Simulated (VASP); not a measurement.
# Si64C (a cell with a defect) in VASP: further runs, part 2 of 2

VASP 6.6.1.

### 3 Relaxation of the atoms, PBEsol

INCAR reads:

```
  PREC = Accurate
  ENCUT = 520
  EDIFF = 1E-7
  ISMEAR = -1
  SIGMA = 0.05
  LREAL = Auto
  LASPH = True
  NELM = 120
  ALGO = Normal
  ISIF = 2
  LWAVE = False
  LCHARG = False
  GGA = PS
  IBRION = 2
  NSW = 100
  EDIFFG = -0.03
  ISYM = -1
  GGA_COMPAT = False
  NELMIN = 4
  KPAR = 1
```

KPOINTS reads:

```
explicit points
1
Reciprocal
  0.25000000   0.25000000   0.25000000 1
```

POSCAR reads:

```
Si64C
1.0
   10.8655790000      0.0000000000      0.0000000000
    0.0000000000     10.8655790000      0.0000000000
    0.0000000000      0.0000000000     10.8655790000
Si C
64 1
Direct
    0.0000570000      0.0010050000      0.0016800000
    0.9998140000      0.9971780000      0.5003450000
    0.9985630000      0.5031710000      0.9995530000
    0.9997230000      0.5043710000      0.4989740000
    0.4992170000      0.0002930000      0.0011130000
    0.5003450000      0.0007470000      0.4993230000
    0.5010270000      0.4997490000      0.0004610000
    0.4321860000      0.4323840000      0.5007140000
    0.1269460000      0.1232900000      0.1233330000
    0.1269380000      0.1241220000      0.6235760000
    0.1244540000      0.6254400000      0.1248760000
    0.1263640000      0.6268270000      0.6243760000
    0.6231590000      0.1231280000      0.1270780000
    0.6258290000      0.1232230000      0.6274460000
    0.6250290000      0.6261980000      0.1283580000
    0.6225860000      0.6274640000      0.6260800000
    0.2510430000      0.2512990000      0.0002430000
    0.2505270000      0.2517430000      0.4974980000
    0.2489980000      0.7484870000      0.9980860000
    0.2524530000      0.7518630000      0.4997450000
    0.7516880000      0.2509810000      0.9994600000
    0.7497790000      0.2485600000      0.4972880000
    0.7496550000      0.7498860000      0.9990730000
    0.7508500000      0.7488130000      0.4973070000
    0.3759640000      0.3717390000      0.1266790000
    0.3759710000      0.3767980000      0.6253260000
    0.3750830000      0.8773680000      0.1282360000
    0.3774920000      0.8750330000      0.6243700000
    0.8716700000      0.3737620000      0.1262870000
    0.8743980000      0.3758860000      0.6215950000
    0.8751150000      0.8760030000      0.1231560000
    0.8763270000      0.8736780000      0.6254840000
    0.2478980000      0.9976720000      0.2514470000
    0.2492880000      0.9988690000      0.7512440000
    0.2522280000      0.5005870000      0.2498040000
    0.2485010000      0.5015190000      0.7501580000
    0.7470570000      0.0000810000      0.2509660000
    0.7509610000      0.0030330000      0.7516950000
    0.7495340000      0.5030310000      0.2488410000
    0.7494730000      0.5011270000      0.7511150000
    0.3731210000      0.1241850000      0.3740780000
    0.3735440000      0.1249140000      0.8764500000
    0.3745110000      0.6262330000      0.3790420000
    0.3750660000      0.6281550000      0.8757990000
    0.8716400000      0.1238640000      0.3787820000
    0.8755500000      0.1248810000      0.8747080000
    0.8776750000      0.6246310000      0.3761960000
    0.8765070000      0.6210290000      0.8740240000
    0.9994960000      0.2517460000      0.2519260000
    0.9985470000      0.2492570000      0.7472670000
    0.9971380000      0.7495730000      0.2496500000
    0.9989490000      0.7488990000      0.7529450000
    0.5029550000      0.2521230000      0.2495040000
    0.4985540000      0.2524530000      0.7510690000
    0.4997010000      0.7506350000      0.2475620000
    0.4999170000      0.7492830000      0.7507350000
    0.1270440000      0.3763230000      0.3731160000
    0.1206200000      0.3751110000      0.8760800000
    0.1223290000      0.8764790000      0.3725320000
    0.1237740000      0.8724330000      0.8762520000
    0.6235350000      0.3734050000      0.3764570000
    0.6279190000      0.3759760000      0.8731450000
    0.6245120000      0.8748490000      0.3732580000
    0.6266510000      0.8761400000      0.8721210000
    0.5704920000      0.5684670000      0.4963860000
```

Potentials or basis: VASP PAW PBE potentials, release 64 (Si, C).

Launch:

```sh
$ cat potpaw_PBE.64/Si/POTCAR potpaw_PBE.64/C/POTCAR > POTCAR
$ mpirun -np 4 vasp_std > vasp.out
```

It took 70 min on 4 MPI ranks of Intel Xeon Platinum 8259CL at 2.50GHz (Skylake/Cascade Lake), shared host; peak memory 0.48 GiB.

Results (log left out):

```yaml
Free_energy: -373.7811 eV
Energy_gained_by_relaxing: 150.2 meV/atom
Ionic_steps: 48
Pressure_after_relaxing: -0.2 GPa
Largest_force_after_relaxing: 0.025 eV/Å
```

Forces in eV/Å, atoms in the order of the input:
```
Si  -0.001 -0.001  0.002
Si   0.003 -0.001 -0.008
Si  -0.002 -0.003  0.001
Si   0.002 -0.001 -0.002
Si  -0.003 -0.003  0.004
Si  -0.005  0.002  0.001
Si  -0.002 -0.003 -0.003
Si  -0.006 -0.013  0.002
Si  -0.002 -0.001  0.003
Si  -0.002  0.000  0.001
Si  -0.001  0.005 -0.002
Si  -0.002 -0.004 -0.001
Si   0.004 -0.003 -0.002
Si   0.003 -0.003 -0.001
Si   0.002  0.007 -0.006
Si  -0.003 -0.004  0.002
Si  -0.003 -0.001  0.000
Si   0.000  0.001  0.007
Si   0.002  0.000  0.000
Si  -0.008  0.004 -0.003
Si   0.004 -0.002 -0.001
Si   0.000 -0.006  0.000
Si  -0.001  0.001 -0.005
Si   0.005  0.002 -0.009
Si  -0.004 -0.008  0.000
Si  -0.005 -0.006 -0.007
Si  -0.003 -0.003  0.001
Si   0.003 -0.003  0.001
Si  -0.004  0.002  0.003
Si  -0.003  0.000 -0.004
Si  -0.002 -0.004  0.002
Si   0.001  0.001 -0.002
Si   0.003  0.001  0.002
Si   0.000  0.001  0.002
Si  -0.005  0.000 -0.002
Si   0.002  0.002 -0.001
Si   0.002  0.005  0.000
Si   0.002 -0.001 -0.005
Si  -0.002  0.000  0.007
Si   0.001  0.000  0.006
Si   0.001 -0.003 -0.006
Si   0.004 -0.006  0.004
Si  -0.007  0.007 -0.005
Si  -0.003  0.002  0.001
Si   0.003  0.002  0.001
Si  -0.004 -0.001  0.000
Si   0.004  0.000  0.003
Si   0.001  0.001  0.004
Si   0.004  0.005 -0.002
Si   0.000 -0.001  0.003
Si   0.003  0.000  0.003
Si  -0.002  0.005 -0.009
Si  -0.002 -0.002 -0.006
Si   0.000  0.003  0.002
Si   0.008 -0.004  0.003
Si  -0.001  0.004  0.003
Si   0.003  0.001  0.000
Si  -0.004  0.000  0.008
Si   0.003  0.010 -0.003
Si   0.001 -0.001  0.002
Si   0.003 -0.003 -0.002
Si  -0.005 -0.003  0.000
Si  -0.002  0.005  0.001
Si   0.003  0.004  0.000
C    0.019  0.013  0.011
```

Stress tensor (GPa, compression positive):
```
-0.06 -0.27 -2.12
-0.27 -0.06 -2.11
-2.12 -2.11 -0.48
```

Step by step:
| step | energy change (eV) | largest force (eV/Å) | pressure (GPa) |
| --- | --- | --- | --- |
| 1 | 0.0000 | 31.8265 | 2.27 |
| 3 | 2.0713 | 25.0677 | 3.38 |
| 5 | -6.6531 | 4.8434 | 0.97 |
| 7 | -7.7044 | 2.3474 | 0.67 |
| 9 | -7.7428 | 2.9097 | 0.66 |
| 11 | -8.3381 | 1.8712 | 0.65 |
| 13 | -8.4876 | 0.6512 | 0.57 |
| 15 | -8.6341 | 0.8577 | 0.56 |
| 17 | -8.8261 | 0.6759 | 0.32 |
| 19 | -8.9041 | 0.6746 | 0.21 |
| 21 | -9.0362 | 0.9782 | 0.09 |
| 23 | -9.2359 | 0.8151 | -0.04 |
| 25 | -9.4124 | 0.6309 | -0.12 |
| 27 | -9.5149 | 0.7027 | -0.19 |
| 29 | -9.6185 | 0.7261 | -0.17 |
| 31 | -9.6876 | 0.3381 | -0.21 |
| 33 | -9.7195 | 0.3668 | -0.18 |
| 35 | -9.7419 | 0.1958 | -0.20 |
| 37 | -9.7526 | 0.1494 | -0.19 |
| 39 | -9.7593 | 0.1021 | -0.20 |
| 41 | -9.7625 | 0.0698 | -0.20 |
| 43 | -9.7639 | 0.0554 | -0.20 |
| 45 | -9.7650 | 0.0562 | -0.20 |
| 47 | -9.7656 | 0.0311 | -0.20 |
| 48 | -9.7659 | 0.0249 | -0.20 |

Final structure:
```
Si C
1.0
    10.86558    0.00000    0.00000
     0.00000   10.86558    0.00000
     0.00000    0.00000   10.86558
Si C
64 1
Direct
  0.00122 0.00155 0.00144
  0.99323 0.99360 0.49900
  0.00088 0.50250 0.00188
  0.00031 0.50123 0.50179
  0.50211 0.00128 0.00180
  0.50088 0.00065 0.50173
  0.50076 0.50106 0.00131
  0.40810 0.40863 0.44981
  0.12640 0.12671 0.12726
  0.11135 0.11167 0.63298
  0.13189 0.62383 0.13287
  0.12990 0.62632 0.62272
  0.62349 0.13224 0.13280
  0.62585 0.13033 0.62265
  0.63061 0.63091 0.11731
  0.61203 0.61240 0.59963
  0.25234 0.25272 0.00390
  0.23323 0.23360 0.50997
  0.25087 0.74826 0.00208
  0.26277 0.74705 0.49926
  0.74793 0.25122 0.00206
  0.74675 0.26308 0.49919
  0.75477 0.75508 0.99309
  0.74729 0.74771 0.49877
  0.37770 0.37802 0.13077
  0.35038 0.35095 0.64760
  0.37449 0.87871 0.12374
  0.37614 0.87718 0.62857
  0.87836 0.37481 0.12375
  0.87683 0.37649 0.62860
  0.87676 0.87712 0.12578
  0.87036 0.87082 0.62515
  0.25230 0.00290 0.25227
  0.24856 0.99806 0.75489
  0.26476 0.50038 0.26850
  0.24515 0.50116 0.75578
  0.75285 0.00526 0.24926
  0.74967 0.00260 0.74737
  0.76044 0.51032 0.24090
  0.74203 0.50045 0.74173
  0.37425 0.12775 0.38211
  0.37454 0.12398 0.87942
  0.40899 0.63376 0.37755
  0.37656 0.62493 0.87531
  0.87367 0.13122 0.37696
  0.87245 0.12480 0.87830
  0.88028 0.63003 0.37523
  0.87458 0.62453 0.86928
  0.00253 0.25259 0.25223
  0.99777 0.24894 0.75488
  0.00494 0.75325 0.24927
  0.00212 0.75009 0.74738
  0.50010 0.26505 0.26848
  0.50070 0.24567 0.75567
  0.50994 0.76075 0.24088
  0.50008 0.74236 0.74176
  0.12730 0.37457 0.38206
  0.12355 0.37496 0.87947
  0.13092 0.87397 0.37704
  0.12441 0.87272 0.87830
  0.63342 0.40927 0.37748
  0.62465 0.37689 0.87527
  0.62964 0.88062 0.37521
  0.62418 0.87493 0.86931
  0.53066 0.53097 0.46267
```

Levels at points of the mesh, in eV from the Fermi level:
```csv
k point,band 127,band 128,band 129,band 130,band 131,band 132,band 133,band 134
"(0.25, 0.25, 0.25)",-0.85,-0.56,-0.50,-0.29,0.29,0.54,0.78,0.94
```

Caveat: the PAW data sets were made with another functional, which shifts forces and pressure a little.
